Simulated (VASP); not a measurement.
# In3GaAs4 (P1) in VASP: relaxation of cell and atoms with PBE

Aim: the relaxation of cell and atoms of In3GaAs4 with PBE.

Program: VASP 6.6.1. These are calculated values, not measurements. Logs are shortened: lines on timing, memory, paths and dates and some standing lists are left out, and cuts for length are marked.

### 1 The cell of the first run

The typed cell holds 8 atoms: a = 4.347 Å, b = 4.263 Å, c = 12.021 Å, α = 88.85°, β = 88.83°, γ = 89.38°.

### 2 Relaxation of cell and atoms, PBE

Contents of INCAR:

```
PREC = Accurate
ENCUT = 600
EDIFF = 1E-7
ISMEAR = 0
SIGMA = 0.2
LREAL = F
LASPH = T
NELM = 60
ALGO = Normal
ISIF = 3
LWAVE = F
LCHARG = F
GGA = PE
IBRION = 2
NSW = 80
EDIFFG = -0.025
```

Contents of KPOINTS:

```
Automatic mesh
0
Gamma
  6 6 2
```

Contents of POSCAR:

```
In3GaAs4
1.0
    4.3471912623      0.0230263089      0.0435258932
    0.0230263089      4.2630760443      0.0424146133
    0.1237920636      0.1206314705     12.0195905568
In Ga As
3 1 4
Direct
   -0.0000788717     -0.0068293293      0.7342784967
    0.0178482135      0.0054676065      0.2620333867
    0.4961667447      0.4782670576     -0.0040978360
    0.4860458282      0.4856534098      0.5009578052
    0.5184029349      0.0492399326      0.3992294621
   -0.0109590099      0.4824596344      0.1225387614
    0.4893594622     -0.0015187161      0.8769706712
    0.0032146982      0.5072604045      0.6080892528
```

Potentials or basis: VASP PAW PBE potentials, release 64 (In_d, Ga_d, As).

Launch:

```
$ cat potpaw_PBE.64/In_d/POTCAR potpaw_PBE.64/Ga_d/POTCAR potpaw_PBE.64/As/POTCAR > POTCAR
$ mpirun -np 1 vasp_std > vasp.out
```

OUTCAR:

```text
PREC = Accurate
   ENCUT = 600
   EDIFF = 1E-7
   ISMEAR = 0
   LREAL = F
   LASPH = T
   NELM = 60
   ISIF = 3
   GGA = PE
   IBRION = 2
   NSW = 80
   EDIFFG = -0.025

 ion  position               nearest neighbor table
   1  1.000  0.993  0.734-   8 2.59   8 2.64   7 2.76   7 2.78
   2  0.018  0.005  0.262-   6 2.61   5 2.71   5 2.77   6 2.82
   3  0.496  0.478  0.996-   7 2.52   7 2.61   6 2.65   6 2.65
   4  0.486  0.486  0.501-   5 2.25   8 2.44   8 2.62   5 2.68
   5  0.518  0.049  0.399-   4 2.25   4 2.68   2 2.71   2 2.77
   6  0.989  0.482  0.123-   2 2.61   3 2.65   3 2.65   2 2.82
   7  0.489  0.998  0.877-   3 2.52   3 2.61   1 2.76   1 2.78
   8  0.003  0.507  0.608-   4 2.44   1 2.59   4 2.62   1 2.64

  LATTYP: Found a triclinic cell.
 ALAT       =     4.2633492198
 B/A-ratio  =     1.4359214880
 C/A-ratio  =     4.0016440331
 COS(alpha) =     0.0061499491
 COS(beta)  =     0.5084108566
 COS(gamma) =     0.7040840514

  Lattice vectors:

 A1 = (  -0.0230263089,  -4.2630760443,  -0.0424146133)
 A2 = (  -4.3702175712,  -4.2861023532,  -0.0859405065)
 A3 = (   8.5245378432,  -8.6007309413, -12.0173679970)

Analysis of symmetry for initial positions (statically):
=====================================================================
 Subroutine PRICEL returns:
 Original cell was already a primitive cell.

 Routine SETGRP: Setting up the symmetry group for a
 triclinic supercell.

 Subroutine GETGRP returns: Found  1 space group operations
 (whereof  1 operations were pure point group operations)
 out of a pool of  2 trial point group operations.

The static configuration has the point symmetry C_1 .

Analysis of symmetry for dynamics (positions and initial velocities):
=====================================================================
 Subroutine PRICEL returns:
 Original cell was already a primitive cell.

 Routine SETGRP: Setting up the symmetry group for a
 triclinic supercell.

 Subroutine GETGRP returns: Found  1 space group operations
 (whereof  1 operations were pure point group operations)
 out of a pool of  2 trial point group operations.

The dynamic configuration has the point symmetry C_1 .

 Subroutine INISYM returns: Found  1 space group operations
 (whereof  1 operations are pure point group operations),
 and found     1 'primitive' translations

----------------------------------------------------------------------------------------

                                     Primitive cell

  volume of cell :     222.7006

  direct lattice vectors                    reciprocal lattice vectors
     4.347191262  0.023026309  0.043525893     0.230063647 -0.001219198 -0.002357233
     0.023026309  4.263076044  0.042414613    -0.001219198  0.234602291 -0.002341968
     0.123792064  0.120631471 12.019590557    -0.000828815 -0.000823447  0.083214310

  length of vectors
     4.347470136  4.263349220 12.020833315     0.230078953  0.234617148  0.083222511

  position of ions in fractional coordinates (direct lattice)
     0.999921128  0.993170671  0.734278497
     0.017848214  0.005467606  0.262033387
     0.496166745  0.478267058  0.995902164
     0.486045828  0.485653410  0.500957805
     0.518402935  0.049239933  0.399229462
     0.989040990  0.482459634  0.122538761
     0.489359462  0.998481284  0.876970671
     0.003214698  0.507260405  0.608089253

  ion indices of the primitive-cell ions
   primitive index   ion index
                 1           1
                 2           2
                 3           3
                 4           4
                 5           5
                 6           6
                 7           7
                 8           8

----------------------------------------------------------------------------------------

 KPOINTS: Automatic mesh

Automatic generation of k-mesh.
 Grid dimensions read from file:
 generate k-points for:    6    6    2

 Generating k-lattice:

  Cartesian coordinates                     Fractional coordinates (reciprocal lattice)
     0.038343941 -0.000203200 -0.000392872     0.166666667  0.000000000  0.000000000
    -0.000203200  0.039100382 -0.000390328     0.000000000  0.166666667 -0.000000000
    -0.000414407 -0.000411724  0.041607155     0.000000000  0.000000000  0.500000000

  Length of vectors
     0.038346492  0.039102858  0.041611256

  Shift w.r.t. Gamma in fractional coordinates (k-lattice)
     0.000000000  0.000000000  0.000000000

 Subroutine IBZKPT returns following result:
 ===========================================

 Found     40 irreducible k-points:

 Following reciprocal coordinates:
            Coordinates               Weight
  0.000000  0.000000  0.000000      1.000000
  0.166667 -0.000000  0.000000      2.000000
  0.333333 -0.000000 -0.000000      2.000000
  0.500000  0.000000  0.000000      1.000000
 -0.000000  0.166667  0.000000      2.000000
  0.166667  0.166667  0.000000      2.000000
[... 16 lines left out ...]
  0.333333  0.000000  0.500000      2.000000
  0.500000 -0.000000  0.500000      1.000000
 [... further k-points ...]
   k-points           NKPTS =     40   k-points in BZ     NKDIM =     40   number of bands    NBANDS=     43
   number of dos      NEDOS =    301   number of ions     NIONS =      8
   total plane-waves  NPLWV = 124416
   dimension x,y,z NGX =    36 NGY =   36 NGZ =   96
   dimension x,y,z NGXF=    72 NGYF=   72 NGZF=  192
   ions per type =               3   1   4
   NGX,Y,Z   is equivalent  to a cutoff of  13.77, 14.04, 13.28 a.u.
   NGXF,Y,Z  is equivalent  to a cutoff of  27.53, 28.08, 26.55 a.u.
 SYSTEM =  unknown system
   PREC   = accura    normal or accurate (medium, high low for compatibility)
   ISTART =      0    job   : 0-new  1-cont  2-samecut
   ICHARG =      2    charge: 1-file 2-atom 10-const
   ISPIN  =      1    spin polarized calculation?
   LNONCOLLINEAR =      F non collinear calculations
   LSORBIT =      F    spin-orbit coupling
   LASPH  =      T    aspherical Exc in radial PAW
   ENCUT  =  600.0 eV  44.10 Ry    6.64 a.u.   8.68  8.51 24.01*2*pi/ulx,y,z
   NELM   =     60;   NELMIN=  2; NELMDL= -5     # of ELM steps
   EDIFF  = 0.1E-06   stopping-criterion for ELM
   LREAL  =      F    real-space projection
   EDIFFG = -.3E-01   stopping-criterion for IOM
   NSW    =     80    number of steps for IOM
   IBRION =      2    ionic relax: 0-MD 1-quasi-New 2-CG
   NFREE  =      1    steps in history (QN), initial steepest desc. (CG)
   ISIF   =      3    stress and relaxation
   ISYM   =      2    0-nonsym 1-usesym 2-fastsym
   POTIM  = 0.5000    time-step for ionic-motion
   TEBEG  =    0.0;   TEEND  =   0.0 temperature during run
   PSTRESS=    0.0 pullay stress
   NELECT =      72.0000    total number of electrons
   NUPDOWN=      -1.0000    fix difference up-down
   EMIN   =  10.00;   EMAX   =-10.00  energy-range for DOS
   EFERMI =   0.00;   METHOD = LEGACY
   ISMEAR =     0;   SIGMA  =   0.20  broadening in eV -4-tet -1-fermi 0-gaus
   EFERMI_NEDOS =   21; number of points for ismear=-14 and -15
   IALGO  =     38    algorithm
   IMIX   =      4    mixing-type and parameters
     AMIX     =   0.40;   BMIX     =  1.00
     AMIX_MAG =   1.60;   BMIX_MAG =  1.00
  volume/ion in A,a.u.               =      27.84       187.86
  Fermi-wavevector in a.u.,A,eV,Ry     =   1.123600  2.123297 17.177053  1.262478
  Thomas-Fermi vector in A             =   2.260267
   LORBIT       =      0    0 simple, 1 ext, 2 COOP (PROOUT), +10 PAW based schemes
   GGA     = PE    functional components
   LHFCALC =     F    Hartree Fock is set to
   AEXX    =    0.0000 exact exchange contribution
   IVDW    =     0    specifies the selected vdW correction
   LEPSILON=     F    determine dielectric tensor
   LRPA    =     F    only Hartree local field effects (RPA)
 conjugate gradient relaxation of ions
 non-spin polarized calculation
 Gauss-broadening in eV      SIGMA  =   0.20
  energy-cutoff  :      600.00
  volume of cell :      222.70
 maximum number of plane-waves:      7466
   NGX = 17   NGY = 17   NGZ = 47

--------------------------------------- Ionic step        1  -------------------------------------------

 number of electron      72.0000001 magnetization

 Free energy of the ion-electron system (eV)
  ---------------------------------------------------
  ext. energy  EPLUGINS =         0.00000000
  ---------------------------------------------------
  free energy    TOTEN  =       -30.62105085 eV

  energy without entropy =      -30.61523455  energy(sigma->0) =      -30.61814270

------------------------ aborting loop because EDIFF is reached ----------------------------------------

  FORCE on cell =-STRESS in cart. coord.  units (eV):
  Direction    XX          YY          ZZ          XY          YZ          ZX
  --------------------------------------------------------------------------------------
  -------------------------------------------------------------------------------------
  Total       -1.4494006      5.3854498      2.2719768     -0.6402841      1.6073121     -1.3859265
  in kB      -10.4274386     38.7445998     16.3453073     -4.6064028     11.5635029     -9.9707861
  external PRESSURE =      14.8874895 kB  Pullay stress =       0.0000000 kB
[... 107 lines left out ...]
  FREE ENERGIE OF THE ION-ELECTRON SYSTEM (eV)
  ---------------------------------------------------
  free  energy   TOTEN  =       -31.1224950900 eV

  energy  without entropy=      -31.1164288742  energy(sigma->0) =      -31.11946198

[... ionic steps 4 to 17 ...]

--------------------------------------- Ionic step       18  -------------------------------------------

 number of electron      72.0000021 magnetization

------------------------ aborting loop because EDIFF is reached ----------------------------------------
[... 79 lines left out ...]
--------------------------------------- Ionic step       20  -------------------------------------------

 number of electron      72.0000022 magnetization

 Free energy of the ion-electron system (eV)
  ---------------------------------------------------
  ext. energy  EPLUGINS =         0.00000000
  ---------------------------------------------------
  free energy    TOTEN  =       -31.29278976 eV

  energy without entropy =      -31.28679633  energy(sigma->0) =      -31.28979304

 E-fermi :   3.8873     XC(G=0):  -8.9235

 val. band max:        3.7947352936   @ k =   0.0000   0.0000   0.0000
 cond. band min:       4.3827031456   @ k =  -0.0000   0.5000   0.0000
 fundamental gap:      0.5879678521
 Fermi energy:         3.8872592572

 k-point     1 :       0.0000    0.0000    0.0000
  band No.  band energies     occupation
      1     -11.0024      2.00000
      2     -10.9620      2.00000
      3     -10.9620      2.00000
      4     -10.9395      2.00000
      5     -10.8990      2.00000
      6     -10.6356      2.00000
[... 1093 lines left out ...]
     42       8.1285      0.00000
     43       8.2446      0.00000

 [... further k-points ...]

------------------------ aborting loop because EDIFF is reached ----------------------------------------

  FORCE on cell =-STRESS in cart. coord.  units (eV):
  Direction    XX          YY          ZZ          XY          YZ          ZX
  --------------------------------------------------------------------------------------
  -------------------------------------------------------------------------------------
  Total        0.0073336      0.0055699      0.0560294      0.0012525     -0.0026152      0.0293359
  in kB        0.0522035      0.0396487      0.3988408      0.0089157     -0.0186162      0.2088252
  external PRESSURE =       0.1635643 kB  Pullay stress =       0.0000000 kB
[... 23 lines left out ...]
  FREE ENERGIE OF THE ION-ELECTRON SYSTEM (eV)
  ---------------------------------------------------
  free  energy   TOTEN  =       -31.2927897590 eV

  energy  without entropy=      -31.2867963289  energy(sigma->0) =      -31.28979304

 reached required accuracy - stopping structural energy minimisation
```

It took 78 min on 1 thread of Intel Xeon Platinum 8488C (Sapphire Rapids), shared host; peak memory 0.66 GiB.

Results:

| Quantity | Value |
| --- | --- |
| Free energy | -31.2928 eV |
| Relaxed volume | 28.13 Å³/atom |
| Relaxed cell | a = 4.300 Å, b = 4.299 Å, c = 12.176 Å, α = 89.98°, β = 90.02°, γ = 90.00° |
| Space group after relaxing (to 0.1 Å) | P-4m2 (No. 115) |
| Energy gained by relaxing | 84.0 meV/atom |
| Ionic steps | 20 |
| Pressure after relaxing | 0.0 GPa |
| Largest force after relaxing | 0.013 eV/Å |
| Band gap on the k mesh | zero (filled and empty bands touch) |

Forces in eV/Å, atoms in the order of the input:
```
In  -0.003  0.001 -0.003
In  -0.003 -0.002  0.001
In  -0.003  0.010 -0.003
Ga  -0.005  0.009  0.000
As   0.001 -0.010  0.009
As   0.008  0.003 -0.003
As   0.010  0.001  0.005
As  -0.005 -0.012 -0.005
```

The path:
| step | energy change (eV) | largest force (eV/Å) | pressure (GPa) | volume (Å³) |
| --- | --- | --- | --- | --- |
| 1 | 0.0000 | 3.0517 | 1.49 | 222.70 |
| 2 | -0.4967 | 0.7073 | -1.10 | 231.01 |
| 3 | -0.5014 | 0.7286 | -0.95 | 230.08 |
| 4 | -0.6276 | 0.3547 | -0.15 | 225.75 |
| 5 | -0.6437 | 0.2221 | 0.33 | 223.67 |
| 6 | -0.6548 | 0.1459 | -0.04 | 225.22 |
| 7 | -0.6554 | 0.1511 | -0.14 | 225.67 |
| 8 | -0.6604 | 0.1010 | -0.06 | 225.33 |
| 9 | -0.6618 | 0.1357 | 0.01 | 225.04 |
| 10 | -0.6647 | 0.0883 | 0.04 | 224.93 |
| 11 | -0.6660 | 0.0876 | 0.08 | 224.78 |
| 12 | -0.6679 | 0.0525 | -0.04 | 225.30 |
| 13 | -0.6680 | 0.0600 | -0.08 | 225.47 |
| 14 | -0.6693 | 0.0534 | 0.00 | 225.13 |
| 15 | -0.6697 | 0.0569 | 0.07 | 224.83 |
| 16 | -0.6707 | 0.0474 | -0.03 | 225.27 |
| 17 | -0.6707 | 0.0503 | -0.06 | 225.44 |
| 18 | -0.6714 | 0.0419 | -0.01 | 225.22 |
| 19 | -0.6715 | 0.0464 | 0.00 | 225.16 |
| 20 | -0.6717 | 0.0132 | 0.02 | 225.07 |

Final structure:
```xyz
8
Lattice="4.2997 0.0006 -0.0005 -0.0007 4.2992 0.0001 -0.0022 0.0034 12.1760" Properties=species:S:1:pos:R:3 pbc="T T T"
In    4.2949    0.0084    9.0293
In    0.0012    0.0013    3.1465
In    2.1460    2.1415    0.0004
Ga    2.1538    2.1525    6.0877
As    2.1511    0.0039    4.7286
As    4.2957    2.1502    1.5736
As    2.1433    4.2963   10.6020
As    0.0029    2.1577    7.4465
```

Caveat: semilocal functionals underestimate gaps, so a narrow gap can read as zero; spin-orbit coupling is left out, which moves the levels of the heavy elements.
